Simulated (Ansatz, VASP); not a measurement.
**CdTe in VASP and in Ansatz**

```xyz
2
Lattice="0.0000 3.2793 3.2793 3.2793 0.0000 3.2793 3.2793 3.2793 0.0000" Properties=species:S:1:pos:R:3 pbc="T T T"
Cd    0.0000    0.0000    0.0000
Te    4.9189    4.9189    4.9189
```

Alike in both runs: functional r2SCAN; k mesh 8 × 8 × 8; occupations gaussian, width 0.02 eV; no spin polarisation.

Ansatz relaxed the structure, and its values are those at the end. VASP's run is a single point on that final structure, the one shown.

```csv
,VASP,Ansatz
version,VASP 6.6.1,Ansatz 0.2.0
potentials or method,"VASP PAW PBE potentials, release 64 (Cd, Te), cutoff 550 eV","scalar-relativistic, plane waves, PAW"
valence electrons in the cell,18,36
```

VASP gave:

```
gap on the k mesh at the Fermi level (eV) : 1.16
least direct gap on the mesh (eV)         : 1.16
pressure (GPa)                            : 0.1
```

Q: Which values does Ansatz return?

A: gap on the k mesh at the Fermi level (eV): 1.16; least direct gap on the mesh (eV): 1.16; pressure (GPa): 0.0.

VASP's potentials were made for PBE, not for r2SCAN. VASP's potentials hold 18 valence electrons a cell and Ansatz's 36, so a difference there can come from the potentials and not from the codes.

Spin-orbit coupling is off throughout.
